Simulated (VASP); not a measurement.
# Al (Fm-3m) in VASP: elastic constants with PBE

Aim: the elastic constants of Al with PBE.

Everything below comes from runs of VASP 6.6.1. Logs are shortened: lines on timing, memory, paths and dates and some standing lists are left out, and cuts for length are marked.

### 1 The cell of the first run

Symmetry: Fm-3m, No. 225, cubic system. The conventional cell has a = 4.044 Å, b = 4.044 Å, c = 4.044 Å, α = 90.00°, β = 90.00°, γ = 90.00°. Al (site symmetry m-3m) has 12 Al at 2.86 Å within 3.8 Å.

### 2 Elastic constants, PBE

The input, INCAR:

```
SYSTEM = Al
  ALGO = Normal
  EDIFF = 1E-8
  ENCUT = 600
  GGA = PE
  IBRION = 6
  ISIF = 3
  ISMEAR = 0
  LASPH = .True.
  LCHARG = .False.
  LREAL = .False.
  LWAVE = .False.
  NBANDS = 8
  NELM = 80
  NFREE = 2
  NSW = 1
  POTIM = 0.015
  PREC = Accurate
  SIGMA = 0.5
```

The input, KPOINTS:

```
k-points
0
Gamma
  28 28 28
  0 0 0
```

The input, POSCAR:

```
Al
1.0
    0.0000000000      2.0218358501      2.0218358501
    2.0218358501      0.0000000000      2.0218358501
    2.0218358501      2.0218358501      0.0000000000
Al
1
Direct
    0.0000000000      0.0000000000      0.0000000000
```

Potentials or basis: VASP PAW PBE potentials, release 64 (Al).

Run with:

```console
> cat potpaw_PBE.64/Al/POTCAR > POTCAR
> mpirun -np 1 vasp_std > vasp.out
```

OUTCAR:

```text
SYSTEM = Al
   EDIFF = 1E-8
   ENCUT = 600
   GGA = PE
   IBRION = 6
   ISIF = 3
   ISMEAR = 0
   LASPH = .True.
   LREAL = .False.
   NELM = 80
   NFREE = 2
   NSW = 1
   POTIM = 0.015
   PREC = Accurate

 ion  position               nearest neighbor table
   1  0.000  0.000  0.000-

  LATTYP: Found a face centered cubic cell.
 ALAT       =     4.0436717002

  Lattice vectors:

 A1 = (   0.0000000000,   2.0218358501,   2.0218358501)
 A2 = (   2.0218358501,   0.0000000000,   2.0218358501)
 A3 = (   2.0218358501,   2.0218358501,   0.0000000000)

Analysis of symmetry for initial positions (statically):
=====================================================================
 Subroutine PRICEL returns:
 Original cell was already a primitive cell.

 Routine SETGRP: Setting up the symmetry group for a
 face centered cubic supercell.

 Subroutine GETGRP returns: Found 48 space group operations
 (whereof 48 operations were pure point group operations)
 out of a pool of 48 trial point group operations.

The static configuration has the point symmetry O_h .

Analysis of symmetry for dynamics (positions and initial velocities):
=====================================================================
 Subroutine PRICEL returns:
 Original cell was already a primitive cell.

 Routine SETGRP: Setting up the symmetry group for a
 face centered cubic supercell.

 Subroutine GETGRP returns: Found 48 space group operations
 (whereof 48 operations were pure point group operations)
 out of a pool of 48 trial point group operations.

The dynamic configuration has the point symmetry O_h .

 Subroutine INISYM returns: Found 48 space group operations
 (whereof 48 operations are pure point group operations),
 and found     1 'primitive' translations

----------------------------------------------------------------------------------------

                                     Primitive cell
[... 324 lines left out ...]

 E-fermi :   7.9817     XC(G=0): -10.1901

 val. band max:        7.9682134403   @ k =  -0.3214   0.4643   0.1429
 cond. band min:       7.9945666054   @ k =   0.5000   0.2857   0.0000
 fundamental gap:      0.0263531652
 Fermi energy:         7.9816526559

 k-point     1 :       0.0000    0.0000    0.0000
  band No.  band energies     occupation
      1      -3.1408      2.00000
      2      20.5903      0.00000
      3      20.5903      0.00000
      4      20.5903      0.00000
      5      22.0685      0.00000
      6      22.0685      0.00000
      7      22.0685      0.00000
      8      24.4337      0.00000
[... 243 lines left out ...]
 k-point    24 :       0.3214    0.0357    0.0000
  band No.  band energies     occupation
      1      -0.5318      2.00000
      2       9.3143      0.00016
      3      18.0319      0.00000
      4      19.1154      0.00000
      5      20.7407      0.00000
      6      22.4565      0.00000
      7      22.6905      0.00000
      8      25.9019      0.00000

 [... further k-points ...]
[... 5 lines left out ...]
  --------------------------------------------------------------------------------------
  -------------------------------------------------------------------------------------
  Total       -0.0041335     -0.0041335     -0.0041335      0.0000000     -0.0000000      0.0000000
  in kB       -0.4006480     -0.4006480     -0.4006480      0.0000000     -0.0000000      0.0000000
  external PRESSURE =      -0.4006480 kB  Pullay stress =       0.0000000 kB
[... 16 lines left out ...]
  FREE ENERGIE OF THE ION-ELECTRON SYSTEM (eV)
  ---------------------------------------------------
  free  energy   TOTEN  =        -3.7713217633 eV

  energy  without entropy=       -3.7207322618  energy(sigma->0) =       -3.74602701

 INTERNAL STRAIN TENSORS FROM STRAINED CELLS
 ============================================

 INTERNAL STRAIN TENSOR FOR ION    1 for displacements in x,y,z  (eV/Angst):
          X           Y           Z          XY          YZ          ZX
  --------------------------------------------------------------------------------
  x     0.00000     0.00000     0.00000     0.00000     0.00000     0.00000
  y     0.00000     0.00000     0.00000     0.00000    -0.00000    -0.00000
  z     0.00000     0.00000     0.00000     0.00000    -0.00000    -0.00000

 INTERNAL STRAIN TENSORS FROM DISPLACED ATOMS
 ============================================

 INTERNAL STRAIN TENSOR FOR ION    1 for displacements in x,y,z  (eV/Angst):
          X           Y           Z          XY          YZ          ZX
  --------------------------------------------------------------------------------
  x     0.00000     0.00000     0.00000     0.00000     0.00000     0.00000
  y     0.00000     0.00000     0.00000     0.00000     0.00000     0.00000
  z     0.00000     0.00000     0.00000     0.00000     0.00000     0.00000

 Eigenvectors and eigenvalues of the dynamical matrix
 ----------------------------------------------------

   1 f  =    0.000000 THz     0.000000 2PiTHz    0.000000 cm-1     0.000000 meV
             X         Y         Z           dx          dy          dz
      0.000000  0.000000  0.000000     0.729983   -0.679191   -0.076313

   2 f  =    0.000000 THz     0.000000 2PiTHz    0.000000 cm-1     0.000000 meV
             X         Y         Z           dx          dy          dz
      0.000000  0.000000  0.000000    -0.304427   -0.423082    0.853420

   3 f/i=    0.000000 THz     0.000000 2PiTHz    0.000000 cm-1     0.000000 meV
             X         Y         Z           dx          dy          dz
      0.000000  0.000000  0.000000     0.611922    0.599751    0.515607

--------------------------------------------------------------------------------------------------------

 ELASTIC MODULI CONTR FROM IONIC RELAXATION (kBar)
 Direction    XX          YY          ZZ          XY          YZ          ZX
 --------------------------------------------------------------------------------
 XX           0.0000      0.0000      0.0000      0.0000      0.0000      0.0000
 YY           0.0000      0.0000      0.0000      0.0000      0.0000      0.0000
 ZZ           0.0000      0.0000      0.0000      0.0000      0.0000      0.0000
 XY           0.0000      0.0000      0.0000      0.0000      0.0000      0.0000
 YZ           0.0000      0.0000      0.0000      0.0000      0.0000      0.0000
 ZX           0.0000      0.0000      0.0000      0.0000      0.0000      0.0000
 --------------------------------------------------------------------------------

 TOTAL ELASTIC MODULI (kBar)
 Direction    XX          YY          ZZ          XY          YZ          ZX
 --------------------------------------------------------------------------------
 XX        1114.1349    601.4337    601.4337     -0.0000     -0.0000     -0.0000
 YY         601.4337   1114.1349    601.4337     -0.0000      0.0000     -0.0000
 ZZ         601.4337    601.4337   1114.1349     -0.0000      0.0000      0.0000
 XY          -0.0000     -0.0000     -0.0000    332.2123      0.0000      0.0000
 YZ          -0.0000      0.0000      0.0000      0.0000    332.2123      0.0000
 ZX          -0.0000     -0.0000      0.0000      0.0000      0.0000    332.2123
 --------------------------------------------------------------------------------
```

stdout:

```text
POSCAR found type information on POSCAR Al
 POSCAR found :  1 types and       1 ions
 scaLAPACK will be used
 LDA part: xc-table for (Slater+PW92), standard interpolation
 POSCAR, INCAR and KPOINTS ok, starting setup
 FFT: planning ... GRIDC
 FFT: planning ... GRID_SOFT
 FFT: planning ... GRID
 WAVECAR not read
 entering main loop
 Found     1 degrees of freedom:
 Adding 6 more for cell shape distortion
 Finite differences POTIM= 0.01500 DOF=   7
 bond charge predicted
 Finite differences progress:
 bond charge predicted
 Finite differences progress:
 bond charge predicted
 Finite differences progress:
 bond charge predicted
 Finite differences progress:
 bond charge predicted
 Finite differences progress:
 bond charge predicted
 Finite differences progress:
 bond charge predicted
 Finite differences progress:
 bond charge predicted
 Finite differences progress:
 bond charge predicted
 Finite differences progress:
 bond charge predicted
 Finite differences progress:
 bond charge predicted
 Finite differences progress:
 bond charge predicted
 Finite differences progress:
 bond charge predicted
 Finite differences progress:
 bond charge predicted
 Finite differences progress:
```

Wall time 16 min (1 thread of Intel Xeon 6975P-C (Granite Rapids), shared host); peak memory 1.4 GiB.

What came out:

| Item | Value |
| --- | --- |
| Elastic constants C11, C12, C44 | 111, 60, 33 GPa |
| Voigt bulk modulus | 77 GPa |

Elastic tensor in Voigt notation (GPa, in the Cartesian axes of the cell as first typed):
```
111  60  60   0   0   0
 60 111  60   0   0   0
 60  60 111   0   0   0
  0   0   0  33   0   0
  0   0   0   0  33   0
  0   0   0   0   0  33
```

Clamped-ion elastic tensor (GPa):
```
111  60  60   0   0   0
 60 111  60   0   0   0
 60  60 111   0   0   0
  0   0   0  33   0   0
  0   0   0   0  33   0
  0   0   0   0   0  33
```
